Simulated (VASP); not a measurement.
Crystal: Bi.

```
CELL_PARAMETERS angstrom
2.23685 1.29145 3.88478
-2.23685 1.29145 3.88478
0.00000 -2.58290 3.88478
ATOMIC_POSITIONS crystal
Bi 0.76600 0.76600 0.76600
Bi 0.23400 0.23400 0.23400
```

This cell differs from its parent crystal: volume scaled by 0.96.

Base run:

| Quantity | Value |
| --- | --- |
| Program | VASP 6.6.1 |
| Functional | LDA |
| Potentials or basis | VASP PAW LDA potentials, release 64 (Bi_d) |
| Cutoff | 520 eV |
| k mesh | 7 × 7 × 7 |
| Occupations | fermi-dirac, width 0.05 eV |
| Spin | no spin polarisation |

Its results: band gap on the k mesh 0.29 eV, indirect (least direct gap 0.55 eV); pressure 0.6 GPa; largest force 0.261 eV/Å.

Task: The run is repeated on the same cell with these changes: functional from LDA to PBE; potentials or basis from VASP PAW LDA potentials, release 64 (Bi_d) to VASP PAW PBE potentials, release 64 (Bi_d). What comes out?

Result: Band gap on the k mesh 0.29 eV, indirect (least direct gap 0.55 eV); pressure 4.4 GPa; largest force 0.407 eV/Å.

Caveats: spin-orbit coupling is left out, which moves the levels of the heavy elements.

A k mesh can miss the band edges.
